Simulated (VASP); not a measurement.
# HfSbAu4 (F-43m) in VASP: relaxation of cell and atoms with PBE

Aim: the relaxation of cell and atoms of HfSbAu4 with PBE.

All numbers are computed with VASP 6.6.1; they aren't measurements. Logs are shortened: lines on timing, memory, paths and dates and some standing lists are left out, and cuts for length are marked.

## Step 1: The cell of the first run

The structure is cubic, space group F-43m (No. 216). Conventional cell: a = 7.861 Å, b = 7.861 Å, c = 7.861 Å, α = 90.00°, β = 90.00°, γ = 90.00°. Hf (site symmetry -43m) has 12 Au at 3.26 Å and 4 Sb at 3.40 Å within 4.3 Å. Within 4.3 Å of Sb (site symmetry -43m) lie 12 Au at 3.26 Å and 4 Hf at 3.40 Å. Within 3.7 Å of Au (site symmetry 3m) lie 6 Au at 2.77 to 2.79 Å and 3 Hf at 3.26 Å and 3 Sb at 3.26 Å.

The cell was generated, and may not be a known phase.

## Step 2: Relaxation of cell and atoms, PBE

File INCAR:

```
SYSTEM = HfSbAu4
ALGO = Fast ; EDIFF = 1E-6
EDIFFG = -0.01 ; ENCUT = 600
GGA = PE ; IBRION = 2
ISIF = 3 ; ISMEAR = 0
LASPH = .TRUE. ; LCHARG = .FALSE.
LREAL = .FALSE. ; LWAVE = .FALSE.
NELM = 60 ; NSW = 100
PREC = Accurate ; SIGMA = 0.1
```

File KPOINTS:

```
k-points
0
G
  8 8 8
  0 0 0
```

File POSCAR:

```
HfSbAu4
1.0
    0.0000000000      3.9304477613      3.9304477613
    3.9304477613      0.0000000000      3.9304477613
    3.9304477613      3.9304477613      0.0000000000
Hf Sb Au
1 1 4
Direct
    0.5000000000      0.5000000000      0.5000000000
    0.2500000000      0.2500000000      0.2500000000
    0.8745549222      0.3763352333      0.8745549222
    0.8745549222      0.8745549222      0.8745549222
    0.3763352333      0.8745549222      0.8745549222
    0.8745549222      0.8745549222      0.3763352333
```

Potentials or basis: VASP PAW PBE potentials, release 64 (Hf_pv, Sb, Au).

The run is started by

```console
> cat potpaw_PBE.64/Hf_pv/POTCAR potpaw_PBE.64/Sb/POTCAR potpaw_PBE.64/Au/POTCAR > POTCAR
> mpirun -np 1 vasp_std > vasp.out
```

OUTCAR:

```text
SYSTEM = HfSbAu4
   EDIFF = 1E-6
   EDIFFG = -0.01
   ENCUT = 600
   GGA = PE
   IBRION = 2
   ISIF = 3
   ISMEAR = 0
   LASPH = .TRUE.
   LREAL = .FALSE.
   NELM = 60
   NSW = 100
   PREC = Accurate

 ion  position               nearest neighbor table
   1  0.500  0.500  0.500-   3 3.26   5 3.26   6 3.26   4 3.26   4 3.26   4 3.26   3 3.26   6 3.26
                             5 3.26   6 3.26   5 3.26   3 3.26   2 3.40   2 3.40   2 3.40   2 3.40
   2  0.250  0.250  0.250-   3 3.26   6 3.26   5 3.26   6 3.26   3 3.26   5 3.26   4 3.26   4 3.26
                             4 3.26   6 3.26   5 3.26   3 3.26   1 3.40   1 3.40   1 3.40   1 3.40
   3  0.875  0.376  0.875-   4 2.77   5 2.77   6 2.77   5 2.79   6 2.79   4 2.79   1 3.26   1 3.26
                             1 3.26   2 3.26   2 3.26   2 3.26
   4  0.875  0.875  0.875-   3 2.77   5 2.77   6 2.77   5 2.79   3 2.79   6 2.79   1 3.26   1 3.26
                             1 3.26   2 3.26   2 3.26   2 3.26
   5  0.376  0.875  0.875-   3 2.77   4 2.77   6 2.77   3 2.79   6 2.79   4 2.79   1 3.26   1 3.26
                             1 3.26   2 3.26   2 3.26   2 3.26
   6  0.875  0.875  0.376-   3 2.77   4 2.77   5 2.77   3 2.79   5 2.79   4 2.79   1 3.26   1 3.26
                             1 3.26   2 3.26   2 3.26   2 3.26

  LATTYP: Found a face centered cubic cell.
 ALAT       =     7.8608955226

  Lattice vectors:

 A1 = (   0.0000000000,   3.9304477613,   3.9304477613)
 A2 = (   3.9304477613,   0.0000000000,   3.9304477613)
 A3 = (   3.9304477613,   3.9304477613,   0.0000000000)

Analysis of symmetry for initial positions (statically):
=====================================================================
 Subroutine PRICEL returns:
 Original cell was already a primitive cell.

 Routine SETGRP: Setting up the symmetry group for a
 face centered cubic supercell.

 Subroutine GETGRP returns: Found 24 space group operations
 (whereof 24 operations were pure point group operations)
 out of a pool of 48 trial point group operations.

The static configuration has the point symmetry T_d .

Analysis of symmetry for dynamics (positions and initial velocities):
=====================================================================
 Subroutine PRICEL returns:
 Original cell was already a primitive cell.

 Routine SETGRP: Setting up the symmetry group for a
 face centered cubic supercell.

 Subroutine GETGRP returns: Found 24 space group operations
 (whereof 24 operations were pure point group operations)
 out of a pool of 48 trial point group operations.

The dynamic configuration has the point symmetry T_d .

 Subroutine INISYM returns: Found 24 space group operations
 (whereof 24 operations are pure point group operations),
 and found     1 'primitive' translations

----------------------------------------------------------------------------------------

                                     Primitive cell

  volume of cell :     121.4384

  direct lattice vectors                    reciprocal lattice vectors
     0.000000000  3.930447761  3.930447761    -0.127211969  0.127211969  0.127211969
     3.930447761  0.000000000  3.930447761     0.127211969 -0.127211969  0.127211969
     3.930447761  3.930447761  0.000000000     0.127211969  0.127211969 -0.127211969

  length of vectors
     5.558492530  5.558492530  5.558492530     0.220337594  0.220337594  0.220337594

  position of ions in fractional coordinates (direct lattice)
     0.500000000  0.500000000  0.500000000
     0.250000000  0.250000000  0.250000000
     0.874554922  0.376335233  0.874554922
     0.874554922  0.874554922  0.874554922
     0.376335233  0.874554922  0.874554922
     0.874554922  0.874554922  0.376335233

  ion indices of the primitive-cell ions
   primitive index   ion index
                 1           1
                 2           2
                 3           3
                 4           4
                 5           5
                 6           6

----------------------------------------------------------------------------------------

 KPOINTS: k-points

Automatic generation of k-mesh.
 Grid dimensions read from file:
 generate k-points for:    8    8    8

 Generating k-lattice:

  Cartesian coordinates                     Fractional coordinates (reciprocal lattice)
    -0.015901496  0.015901496  0.015901496     0.125000000  0.000000000  0.000000000
     0.015901496 -0.015901496  0.015901496     0.000000000  0.125000000  0.000000000
     0.015901496  0.015901496 -0.015901496     0.000000000  0.000000000  0.125000000

  Length of vectors
     0.027542199  0.027542199  0.027542199

  Shift w.r.t. Gamma in fractional coordinates (k-lattice)
     0.000000000  0.000000000  0.000000000

 Subroutine IBZKPT returns following result:
 ===========================================

 Found     29 irreducible k-points:

 Following reciprocal coordinates:
            Coordinates               Weight
  0.000000  0.000000  0.000000      1.000000
  0.125000  0.000000  0.000000      8.000000
  0.250000  0.000000  0.000000      8.000000
  0.375000  0.000000  0.000000      8.000000
  0.500000  0.000000  0.000000      4.000000
  0.125000  0.125000  0.000000      6.000000
[... 16 lines left out ...]
  0.500000  0.250000  0.125000     48.000000
 -0.375000  0.250000  0.125000     24.000000
 [... further k-points ...]
   k-points           NKPTS =     29   k-points in BZ     NKDIM =     29   number of bands    NBANDS=     35
   number of dos      NEDOS =    301   number of ions     NIONS =      6
   total plane-waves  NPLWV = 110592
   dimension x,y,z NGX =    48 NGY =   48 NGZ =   48
   dimension x,y,z NGXF=    96 NGYF=   96 NGZF=   96
   ions per type =               1   1   4
   NGX,Y,Z   is equivalent  to a cutoff of  14.36, 14.36, 14.36 a.u.
   NGXF,Y,Z  is equivalent  to a cutoff of  28.71, 28.71, 28.71 a.u.
 SYSTEM =  HfSbAu4
   PREC   = accura    normal or accurate (medium, high low for compatibility)
   ISTART =      0    job   : 0-new  1-cont  2-samecut
   ICHARG =      2    charge: 1-file 2-atom 10-const
   ISPIN  =      1    spin polarized calculation?
   LNONCOLLINEAR =      F non collinear calculations
   LSORBIT =      F    spin-orbit coupling
   LASPH  =      T    aspherical Exc in radial PAW
   ENCUT  =  600.0 eV  44.10 Ry    6.64 a.u.  11.10 11.10 11.10*2*pi/ulx,y,z
   NELM   =     60;   NELMIN=  2; NELMDL= -5     # of ELM steps
   EDIFF  = 0.1E-05   stopping-criterion for ELM
   LREAL  =      F    real-space projection
   EDIFFG = -.1E-01   stopping-criterion for IOM
   NSW    =    100    number of steps for IOM
   IBRION =      2    ionic relax: 0-MD 1-quasi-New 2-CG
   NFREE  =      1    steps in history (QN), initial steepest desc. (CG)
   ISIF   =      3    stress and relaxation
   ISYM   =      2    0-nonsym 1-usesym 2-fastsym
   POTIM  = 0.5000    time-step for ionic-motion
   TEBEG  =    0.0;   TEEND  =   0.0 temperature during run
   PSTRESS=    0.0 pullay stress
   NELECT =      59.0000    total number of electrons
   NUPDOWN=      -1.0000    fix difference up-down
   EMIN   =  10.00;   EMAX   =-10.00  energy-range for DOS
   EFERMI =   0.00;   METHOD = LEGACY
   ISMEAR =     0;   SIGMA  =   0.10  broadening in eV -4-tet -1-fermi 0-gaus
   EFERMI_NEDOS =   21; number of points for ismear=-14 and -15
   IALGO  =     68    algorithm
   IMIX   =      4    mixing-type and parameters
     AMIX     =   0.40;   BMIX     =  1.00
     AMIX_MAG =   1.60;   BMIX_MAG =  1.00
  volume/ion in A,a.u.               =      20.24       136.58
  Fermi-wavevector in a.u.,A,eV,Ry     =   1.286985  2.432049 22.535742  1.656330
  Thomas-Fermi vector in A             =   2.419027
   LORBIT       =      0    0 simple, 1 ext, 2 COOP (PROOUT), +10 PAW based schemes
   GGA     = PE    functional components
   LHFCALC =     F    Hartree Fock is set to
   AEXX    =    0.0000 exact exchange contribution
   IVDW    =     0    specifies the selected vdW correction
   LEPSILON=     F    determine dielectric tensor
   LRPA    =     F    only Hartree local field effects (RPA)
 conjugate gradient relaxation of ions
 non-spin polarized calculation
 RMM-DIIS sequential band-by-band and
 Gauss-broadening in eV      SIGMA  =   0.10
  energy-cutoff  :      600.00
  volume of cell :      121.44
 maximum number of plane-waves:      4088
 NGX is ok and might be reduce to    48
   NGX = 23   NGY = 23   NGZ = 23

--------------------------------------- Ionic step        1  -------------------------------------------

 number of electron      58.9999997 magnetization

 Free energy of the ion-electron system (eV)
  ---------------------------------------------------
  ext. energy  EPLUGINS =         0.00000000
  ---------------------------------------------------
  free energy    TOTEN  =       -27.06078419 eV

  energy without entropy =      -27.03482324  energy(sigma->0) =      -27.04780371

------------------------ aborting loop because EDIFF is reached ----------------------------------------

  FORCE on cell =-STRESS in cart. coord.  units (eV):
  Direction    XX          YY          ZZ          XY          YZ          ZX
  --------------------------------------------------------------------------------------
  -------------------------------------------------------------------------------------
  Total       -0.2298007     -0.2298007     -0.2298007     -0.0000000      0.0000000      0.0000000
  in kB       -3.0318368     -3.0318368     -3.0318368     -0.0000000      0.0000000      0.0000000
  external PRESSURE =      -3.0318368 kB  Pullay stress =       0.0000000 kB

 VOLUME and BASIS-vectors are now :
 -----------------------------------------------------------------------------
  energy-cutoff  :      600.00
  volume of cell :      121.44
      direct lattice vectors                 reciprocal lattice vectors
     0.000000000  3.930447761  3.930447761    -0.127211969  0.127211969  0.127211969
     3.930447761  0.000000000  3.930447761     0.127211969 -0.127211969  0.127211969
     3.930447761  3.930447761  0.000000000     0.127211969  0.127211969 -0.127211969
[... 41 lines left out ...]
 POSITION                                       TOTAL-FORCE (eV/Angst)
 -----------------------------------------------------------------------------------
      3.92319      3.92319      3.92319         0.000000      0.000000      0.000000
      1.96159      1.96159      1.96159         0.000000      0.000000     -0.000000
      4.90656      6.86300      4.90656         0.010682     -0.010682      0.010682
      6.86300      6.86300      6.86300        -0.010682     -0.010682     -0.010682
      6.86300      4.90656      4.90656        -0.010682      0.010682      0.010682
      4.90656      4.90656      6.86300         0.010682      0.010682     -0.010682
 -----------------------------------------------------------------------------------
    total drift:                                0.000000      0.000000      0.000000

  FREE ENERGIE OF THE ION-ELECTRON SYSTEM (eV)
  ---------------------------------------------------
  free  energy   TOTEN  =       -27.0607333649 eV

  energy  without entropy=      -27.0351848665  energy(sigma->0) =      -27.04795912

--------------------------------------- Ionic step        3  -------------------------------------------

 number of electron      58.9999997 magnetization

 Free energy of the ion-electron system (eV)
  ---------------------------------------------------
  ext. energy  EPLUGINS =         0.00000000
  ---------------------------------------------------
  free energy    TOTEN  =       -27.06116102 eV

  energy without entropy =      -27.03539906  energy(sigma->0) =      -27.04828004

 E-fermi :   8.5033     XC(G=0): -11.7241

 val. band max:        8.4918897921   @ k =   0.5000   0.2500   0.1250
 cond. band min:       8.5220666738   @ k =  -0.3750   0.3750   0.1250
 fundamental gap:      0.0301768816
 Fermi energy:         8.5032909005

 k-point     1 :       0.0000    0.0000    0.0000
  band No.  band energies     occupation
      1     -24.0351      2.00000
      2     -24.0351      2.00000
      3     -24.0351      2.00000
      4      -2.5080      2.00000
      5       0.0733      2.00000
      6       1.6306      2.00000
[... 901 lines left out ...]
     34      10.7698      0.00000
     35      11.6006      0.00000

 [... further k-points ...]
[... 5 lines left out ...]
  --------------------------------------------------------------------------------------
  -------------------------------------------------------------------------------------
  Total        0.0230014      0.0230014      0.0230014      0.0000000      0.0000000      0.0000000
  in kB        0.3042794      0.3042794      0.3042794      0.0000000      0.0000000      0.0000000
  external PRESSURE =       0.3042794 kB  Pullay stress =       0.0000000 kB

 VOLUME and BASIS-vectors are now :
 -----------------------------------------------------------------------------
  energy-cutoff  :      600.00
  volume of cell :      121.11
      direct lattice vectors                 reciprocal lattice vectors
    -0.000000000  3.926937522  3.926937522    -0.127325682  0.127325682  0.127325682
     3.926937522  0.000000000  3.926937522     0.127325682 -0.127325682  0.127325682
     3.926937522  3.926937522 -0.000000000     0.127325682  0.127325682 -0.127325682

 POSITION                                       TOTAL-FORCE (eV/Angst)
 -----------------------------------------------------------------------------------
      3.92694      3.92694      3.92694        -0.000000     -0.000000     -0.000000
      1.96347      1.96347      1.96347        -0.000000      0.000000     -0.000000
      4.91173      6.86909      4.91173        -0.005147      0.005147     -0.005147
      6.86909      6.86909      6.86909         0.005147      0.005147      0.005147
      6.86909      4.91173      4.91173         0.005147     -0.005147     -0.005147
      4.91173      4.91173      6.86909        -0.005147     -0.005147      0.005147
 -----------------------------------------------------------------------------------
    total drift:                                0.000000      0.000000      0.000000

  FREE ENERGIE OF THE ION-ELECTRON SYSTEM (eV)
  ---------------------------------------------------
  free  energy   TOTEN  =       -27.0611610213 eV

  energy  without entropy=      -27.0353990563  energy(sigma->0) =      -27.04828004

 reached required accuracy - stopping structural energy minimisation
```

It took 9 min on 1 thread of Intel Xeon Platinum 8488C (Sapphire Rapids), shared host; peak memory 0.42 GiB.

Results:

```yaml
Free_energy: -27.0612 eV
Relaxed_volume: 20.19 Å³/atom
Relaxed_cell: a = 5.554 Å, b = 5.554 Å, c = 5.554 Å, α = 60.00°, β = 60.00°, γ = 60.00°
Space_group_after_relaxing_to_0.1_Å: F-43m (No. 216)
Energy_gained_by_relaxing: 0.1 meV/atom
Ionic_steps: 3
Pressure_after_relaxing: 0.0 GPa
Largest_force_after_relaxing: 0.009 eV/Å
Band_gap_on_the_k_mesh: zero (an odd number of electrons rules out a gap without spin polarisation)
```

Forces in eV/Å, atoms in the order of the input:
```
Hf   0.000  0.000  0.000
Sb   0.000  0.000  0.000
Au  -0.005  0.005 -0.005
Au   0.005  0.005  0.005
Au   0.005 -0.005 -0.005
Au  -0.005 -0.005  0.005
```

Step by step:
```
step  energy change (eV)  largest force (eV/Å)  pressure (GPa)  volume (Å³)
   1              0.0000                0.0329           -0.30       121.44
   2              0.0001                0.0185            0.35       120.77
   3             -0.0004                0.0089            0.03       121.11
```

Final structure:
```
CELL_PARAMETERS angstrom
0.00000 3.92694 3.92694
3.92694 0.00000 3.92694
3.92694 3.92694 0.00000
ATOMIC_POSITIONS crystal
Hf 0.50000 0.50000 0.50000
Sb 0.25000 0.25000 0.25000
Au 0.87461 0.37617 0.87461
Au 0.87461 0.87461 0.87461
Au 0.37617 0.87461 0.87461
Au 0.87461 0.87461 0.37617
```

Caveat: spin-orbit coupling is left out, which moves the levels of the heavy elements.

The gap in the log of VASP goes by the Fermi energy; the results here count the filled bands.